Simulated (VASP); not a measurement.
# SnSe (Fm-3m) in VASP: vibrations by perturbation theory with LDA

Aim: the vibrations by perturbation theory of SnSe with LDA.

Everything below comes from runs of VASP 6.6.1. Logs are shortened: lines on timing, memory, paths and dates and some standing lists are left out, and cuts for length are marked.

## (1) The cell of the first run

Symmetry: Fm-3m, No. 225, cubic system. The conventional cell has a = 6.020 Å, b = 6.020 Å, c = 6.020 Å, α = 90.00°, β = 90.00°, γ = 90.00°. Sn (site symmetry m-3m) has 6 Se at 3.01 Å within 4.0 Å. Within 4.0 Å of Se (site symmetry m-3m) lie 6 Sn at 3.01 Å.

## (2) Vibrations by perturbation theory, LDA

The input, INCAR:

```
SYSTEM = SnSe
PREC = Accurate
ENCUT = 520
EDIFF = 1E-8
ISMEAR = 1
SIGMA = 0.05
LREAL = .FALSE.
LASPH = .TRUE.
NELM = 80
ALGO = Normal
ISIF = 2
LWAVE = .FALSE.
LCHARG = .TRUE.
IBRION = 8
NSW = 1
```

The input, KPOINTS:

```
Automatic mesh
0
G
  6 6 6
  0 0 0
```

The input, POSCAR:

```
SnSe
1.0
    0.0000000000      3.0100000000      3.0100000000
    3.0100000000      0.0000000000      3.0100000000
    3.0100000000      3.0100000000      0.0000000000
Sn Se
1 1
Direct
    0.0000000000      0.0000000000      0.0000000000
    0.5000000000      0.5000000000      0.5000000000
```

Potentials or basis: VASP PAW LDA potentials, release 64 (Sn_d, Se).

Run with:

```
cat potpaw_LDA.64/Sn_d/POTCAR potpaw_LDA.64/Se/POTCAR > POTCAR
mpirun -np 1 vasp_std > vasp.out
```

OUTCAR:

```text
SYSTEM = SnSe
   PREC = Accurate
   ENCUT = 520
   EDIFF = 1E-8
   ISMEAR = 1
   LREAL = .FALSE.
   LASPH = .TRUE.
   NELM = 80
   ISIF = 2
   IBRION = 8
   NSW = 1

 ion  position               nearest neighbor table
   1  0.000  0.000  0.000-   2 3.01   2 3.01   2 3.01   2 3.01   2 3.01   2 3.01
   2  0.500  0.500  0.500-   1 3.01   1 3.01   1 3.01   1 3.01   1 3.01   1 3.01

  LATTYP: Found a face centered cubic cell.
 ALAT       =     6.0200000000

  Lattice vectors:

 A1 = (   0.0000000000,   3.0100000000,   3.0100000000)
 A2 = (   3.0100000000,   0.0000000000,   3.0100000000)
 A3 = (   3.0100000000,   3.0100000000,   0.0000000000)

Analysis of symmetry for initial positions (statically):
=====================================================================
 Subroutine PRICEL returns:
 Original cell was already a primitive cell.

 Routine SETGRP: Setting up the symmetry group for a
 face centered cubic supercell.

 Subroutine GETGRP returns: Found 48 space group operations
 (whereof 48 operations were pure point group operations)
 out of a pool of 48 trial point group operations.

The static configuration has the point symmetry O_h .

Analysis of symmetry for dynamics (positions and initial velocities):
=====================================================================
 Subroutine PRICEL returns:
 Original cell was already a primitive cell.

 Routine SETGRP: Setting up the symmetry group for a
 face centered cubic supercell.

 Subroutine GETGRP returns: Found 48 space group operations
 (whereof 48 operations were pure point group operations)
 out of a pool of 48 trial point group operations.

The dynamic configuration has the point symmetry O_h .

 Subroutine INISYM returns: Found 48 space group operations
 (whereof 48 operations are pure point group operations),
 and found     1 'primitive' translations

----------------------------------------------------------------------------------------

                                     Primitive cell

  volume of cell :      54.5418

  direct lattice vectors                    reciprocal lattice vectors
     0.000000000  3.010000000  3.010000000    -0.166112957  0.166112957  0.166112957
     3.010000000  0.000000000  3.010000000     0.166112957 -0.166112957  0.166112957
     3.010000000  3.010000000  0.000000000     0.166112957  0.166112957 -0.166112957

  length of vectors
     4.256782823  4.256782823  4.256782823     0.287716081  0.287716081  0.287716081

  position of ions in fractional coordinates (direct lattice)
     0.000000000  0.000000000  0.000000000
     0.500000000  0.500000000  0.500000000

  ion indices of the primitive-cell ions
   primitive index   ion index
                 1           1
                 2           2

----------------------------------------------------------------------------------------

 KPOINTS: Automatic mesh

Automatic generation of k-mesh.
 Grid dimensions read from file:
 generate k-points for:    6    6    6

 Generating k-lattice:

  Cartesian coordinates                     Fractional coordinates (reciprocal lattice)
    -0.027685493  0.027685493  0.027685493     0.166666667  0.000000000  0.000000000
     0.027685493 -0.027685493  0.027685493     0.000000000  0.166666667  0.000000000
     0.027685493  0.027685493 -0.027685493     0.000000000  0.000000000  0.166666667

  Length of vectors
     0.047952680  0.047952680  0.047952680

  Shift w.r.t. Gamma in fractional coordinates (k-lattice)
     0.000000000  0.000000000  0.000000000

 Subroutine IBZKPT returns following result:
 ===========================================

 Found     16 irreducible k-points:

 Following reciprocal coordinates:
            Coordinates               Weight
  0.000000  0.000000  0.000000      1.000000
  0.166667  0.000000  0.000000      8.000000
  0.333333  0.000000  0.000000      8.000000
  0.500000  0.000000  0.000000      4.000000
  0.166667  0.166667  0.000000      6.000000
  0.333333  0.166667  0.000000     24.000000
[... 8 lines left out ...]
 -0.333333  0.333333  0.166667     24.000000
 -0.333333  0.500000  0.166667     12.000000
   k-points           NKPTS =     16   k-points in BZ     NKDIM =     16   number of bands    NBANDS=     14
   number of dos      NEDOS =    301   number of ions     NIONS =      2
   total plane-waves  NPLWV =  32768
   dimension x,y,z NGX =    32 NGY =   32 NGZ =   32
   dimension x,y,z NGXF=    64 NGYF=   64 NGZF=   64
   ions per type =               1   1
   NGX,Y,Z   is equivalent  to a cutoff of  12.50, 12.50, 12.50 a.u.
   NGXF,Y,Z  is equivalent  to a cutoff of  24.99, 24.99, 24.99 a.u.
 SYSTEM =  SnSe
   PREC   = accura    normal or accurate (medium, high low for compatibility)
   ISTART =      0    job   : 0-new  1-cont  2-samecut
   ICHARG =      2    charge: 1-file 2-atom 10-const
   ISPIN  =      1    spin polarized calculation?
   LNONCOLLINEAR =      F non collinear calculations
   LSORBIT =      F    spin-orbit coupling
   LASPH  =      T    aspherical Exc in radial PAW
   ENCUT  =  520.0 eV  38.22 Ry    6.18 a.u.   7.91  7.91  7.91*2*pi/ulx,y,z
   NELM   =     80;   NELMIN=  2; NELMDL= -5     # of ELM steps
   EDIFF  = 0.1E-07   stopping-criterion for ELM
   LREAL  =      F    real-space projection
   EDIFFG = 0.1E-06   stopping-criterion for IOM
   NSW    =      1    number of steps for IOM
   IBRION =      8    ionic relax: 0-MD 1-quasi-New 2-CG
   NFREE  =      0    steps in history (QN), initial steepest desc. (CG)
   ISIF   =      2    stress and relaxation
   ISYM   =      2    0-nonsym 1-usesym 2-fastsym
   POTIM  = 0.5000    time-step for ionic-motion
   TEBEG  =    0.0;   TEEND  =   0.0 temperature during run
   PSTRESS=    0.0 pullay stress
   NELECT =      20.0000    total number of electrons
   NUPDOWN=      -1.0000    fix difference up-down
   EMIN   =  10.00;   EMAX   =-10.00  energy-range for DOS
   EFERMI =   0.00;   METHOD = LEGACY
   ISMEAR =     1;   SIGMA  =   0.05  broadening in eV -4-tet -1-fermi 0-gaus
   EFERMI_NEDOS =   21; number of points for ismear=-14 and -15
   IALGO  =     38    algorithm
   IMIX   =      4    mixing-type and parameters
     AMIX     =   0.40;   BMIX     =  1.00
     AMIX_MAG =   1.60;   BMIX_MAG =  1.00
  volume/ion in A,a.u.               =      27.27       184.03
  Fermi-wavevector in a.u.,A,eV,Ry     =   1.171768  2.214321 18.681350  1.373040
  Thomas-Fermi vector in A             =   2.308207
   LORBIT       =      0    0 simple, 1 ext, 2 COOP (PROOUT), +10 PAW based schemes
   GGA     = CA    functional components
   LHFCALC =     F    Hartree Fock is set to
   AEXX    =    0.0000 exact exchange contribution
   IVDW    =     0    specifies the selected vdW correction
   LEPSILON=     F    determine dielectric tensor
   LRPA    =     F    only Hartree local field effects (RPA)
 non-spin polarized calculation
 Methfessel and Paxton  Order N= 1 SIGMA  =   0.05
  energy-cutoff  :      520.00
  volume of cell :       54.54
 maximum number of plane-waves:      1484
   NGX = 15   NGY = 15   NGZ = 15

--------------------------------------- Ionic step        1  -------------------------------------------

 number of electron      20.0000006 magnetization

 Free energy of the ion-electron system (eV)
  ---------------------------------------------------
  ext. energy  EPLUGINS =         0.00000000
  ---------------------------------------------------
  free energy    TOTEN  =        -9.49315049 eV

  energy without entropy =       -9.49320417  energy(sigma->0) =       -9.49316838

 E-fermi :   5.3643     XC(G=0):  -9.8861

 val. band max:        5.3222551840   @ k =   0.5000   0.0000   0.0000
 cond. band min:       5.9449822920   @ k =   0.5000   0.0000   0.0000
 fundamental gap:      0.6227271081
 Fermi energy:         5.3643492944

 k-point     1 :       0.0000    0.0000    0.0000
  band No.  band energies     occupation
      1     -16.0796      2.00000
      2     -16.0796      2.00000
      3     -16.0772      2.00000
      4     -16.0772      2.00000
      5     -16.0772      2.00000
      6      -8.4608      2.00000
      7       0.2321      2.00000
      8       3.2449      2.00000
      9       3.2449      2.00000
     10       3.2449      2.00000
     11       9.6387      0.00000
     12       9.6387      0.00000
     13       9.6387      0.00000
     14      11.2849      0.00000
[... 243 lines left out ...]
      3     -16.0763      2.00000
      4     -16.0655      2.00000
      5     -16.0591      2.00000
      6      -7.2285      2.00000
      7      -1.3991      2.00000
      8       0.3038      2.00000
      9       1.1933      2.00000
     10       3.6474      2.00000
     11       7.9808      0.00000
     12       9.3867      0.00000
     13      10.7227      0.00000
     14      11.4416      0.00000

------------------------ aborting loop because EDIFF is reached ----------------------------------------

  FORCE on cell =-STRESS in cart. coord.  units (eV):
  Direction    XX          YY          ZZ          XY          YZ          ZX
  --------------------------------------------------------------------------------------
  -------------------------------------------------------------------------------------
  Total       -1.2276547     -1.2276547     -1.2276547      0.0000000      0.0000000     -0.0000000
  in kB      -36.0626234    -36.0626234    -36.0626234      0.0000000      0.0000000     -0.0000000
  external PRESSURE =     -36.0626234 kB  Pullay stress =       0.0000000 kB

 VOLUME and BASIS-vectors are now :
 -----------------------------------------------------------------------------
  energy-cutoff  :      520.00
  volume of cell :       54.54
      direct lattice vectors                 reciprocal lattice vectors
     0.000000000  3.010000000  3.010000000    -0.166112957  0.166112957  0.166112957
     3.010000000  0.000000000  3.010000000     0.166112957 -0.166112957  0.166112957
     3.010000000  3.010000000  0.000000000     0.166112957  0.166112957 -0.166112957

 POSITION                                       TOTAL-FORCE (eV/Angst)
 -----------------------------------------------------------------------------------
      0.00000      0.00000      0.00000        -0.000000      0.000000      0.000000
      3.01000      3.01000      3.01000         0.000000      0.000000     -0.000000
 -----------------------------------------------------------------------------------
    total drift:                                0.000000     -0.000000     -0.000000

  FREE ENERGIE OF THE ION-ELECTRON SYSTEM (eV)
  ---------------------------------------------------
  free  energy   TOTEN  =        -9.4931504902 eV

  energy  without entropy=       -9.4932041745  energy(sigma->0) =       -9.49316838

[... ionic steps 2 to 3 ...]

--------------------------------------- Ionic step        4  -------------------------------------------

------------------------ aborting loop because EDIFF is reached ----------------------------------------

[... ionic steps 5 to 6 ...]

--------------------------------------- Ionic step        7  -------------------------------------------

 Free energy of the ion-electron system (eV)
  ---------------------------------------------------
  ---------------------------------------------------
  free energy    TOTEN  =        -0.08392628 eV

  energy without entropy =       -0.08392628

------------------------ aborting loop because EDIFF is reached ----------------------------------------

 INTERNAL STRAIN TENSOR  FOR ION    2  DIRECTION 1   (eV/Angst):
 -----------------------------------------------------------------------------
     0.00004  0.00000  0.00000
    -0.00000  0.00469  0.00000
     0.00000  0.00000  0.00469

 INTERNAL STRAIN TENSOR FOR ION    2 for displacements in x,y,z  (eV/Angst):
          X           Y           Z          XY          YZ          ZX
  --------------------------------------------------------------------------------
  x     0.00000     0.00000     0.00000     0.00000     0.00000     0.00000
  y     0.00000     0.00000     0.00000     0.00000     0.00000     0.00000
  z     0.00000     0.00000     0.00000     0.00000     0.00000     0.00000

 SECOND DERIVATIVES (NOT SYMMETRIZED)
 ------------------------------------
               1X          1Y          1Z          2X          2Y          2Z
  1X     0.220476    0.000000    0.000000   -0.220476    0.000000    0.000000
  1Y     0.000000    0.220476    0.000000    0.000000   -0.220476    0.000000
  1Z     0.000000    0.000000    0.220476    0.000000    0.000000   -0.220476
  2X    -0.237045    0.000000    0.000000    0.237045    0.000000    0.000000
  2Y     0.000000   -0.237045    0.000000    0.000000    0.237045    0.000000
  2Z     0.000000    0.000000   -0.237045    0.000000    0.000000    0.237045

 Eigenvectors and eigenvalues of the dynamical matrix
 ----------------------------------------------------

   1 f  =    0.019187 THz     0.120556 2PiTHz    0.640010 cm-1     0.079351 meV
             X         Y         Z           dx          dy          dz
      0.000000  0.000000  0.000000     0.555749    0.555757    0.000000
      3.010000  3.010000  3.010000     0.437191    0.437197    0.000000
[... 21 lines left out ...]
   6 f/i=    1.089951 THz     6.848367 2PiTHz   36.356865 cm-1     4.507675 meV
             X         Y         Z           dx          dy          dz
      0.000000  0.000000  0.000000     0.000000   -0.618286    0.000000
      3.010000  3.010000  3.010000    -0.000000    0.785953    0.000000

--------------------------------------------------------------------------------------------------------

 ELASTIC MODULI CONTR FROM IONIC RELAXATION (kBar)
 Direction    XX          YY          ZZ          XY          YZ          ZX
 --------------------------------------------------------------------------------
 XX           0.0000      0.0000      0.0000      0.0000      0.0000      0.0000
 YY           0.0000      0.0000      0.0000      0.0000      0.0000      0.0000
 ZZ           0.0000      0.0000      0.0000      0.0000      0.0000      0.0000
 XY           0.0000      0.0000      0.0000      0.0000      0.0000      0.0000
 YZ           0.0000      0.0000      0.0000      0.0000      0.0000      0.0000
 ZX           0.0000      0.0000      0.0000      0.0000      0.0000      0.0000
 --------------------------------------------------------------------------------
```

Run time: 28 s. Hardware: 1 thread of Intel Xeon 6975P-C (Granite Rapids), shared host; peak memory 0.22 GiB.

What came out:

* Highest phonon frequency at Γ, LO-TO splitting left out: 1 cm⁻¹
* Most unstable mode: 36i cm⁻¹

Phonon frequencies in cm⁻¹ (negative: imaginary):
| q point | frequencies |
| --- | --- |
| (0.000, 0.000, 0.000) | -36 -36 -36 1 1 1 |

Caveat: the cell wasn't relaxed at this level first, which shifts response properties; some modes are imaginary; spin-orbit coupling is left out, which moves the levels of the heavy elements.
